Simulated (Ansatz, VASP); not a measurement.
## One calculation of ZrTa2C2, two programs

```
CELL_PARAMETERS angstrom
2.74567 -1.58283 0.00000
2.74567 1.58283 0.00000
-1.78587 0.00000 7.24311
ATOMIC_POSITIONS crystal
Zr 0.00000 0.00000 0.50000
Ta 0.22480 0.22480 0.16484
Ta 0.77520 0.77520 0.83516
C 0.39675 0.39675 0.69531
C 0.60325 0.60325 0.30469
```

Change from the starting cell: species swapped into the CaIn2N2 type (C2/m, No. 12).

Alike in both runs: task single point; functional PBE; k mesh 6 × 6 × 4; occupations gaussian, width 0.1 eV; no spin polarisation.

|  | VASP | Ansatz |
| --- | --- | --- |
| version | VASP 6.6.1 | Ansatz 0.2.0 |
| potentials or method | VASP PAW PBE potentials, release 64 (Zr_sv, Ta_pv, C), cutoff 520 eV | scalar-relativistic, plane waves, PAW |
| valence electrons in the cell | 42 | 46 |

VASP gave:

- gap on the k mesh at the Fermi level (eV): none
- pressure (GPa): 26.2
- traceless stress, the component that is largest in VASP (GPa): 10.41
- rms of the force components (eV/Å): 0.933

Task: Estimate Ansatz's values.

Result: gap on the k mesh at the Fermi level (eV): none; pressure (GPa): 25.7; traceless stress, the component that is largest in VASP (GPa): 10.51; rms of the force components (eV/Å): 0.914.

Atom by atom the forces differ by 0.018 eV/Å (rms over components). A gap of «none» marks a metal or a gap that the smearing closes. The functional is the same, so the differences come from potentials, cutoffs and numerics. VASP's potentials hold 42 valence electrons a cell and Ansatz's 46, so a difference there can come from the potentials and not from the codes.

The k mesh is coarse, so the values compare programs but aren't converged. Neither program's run includes spin-orbit coupling.
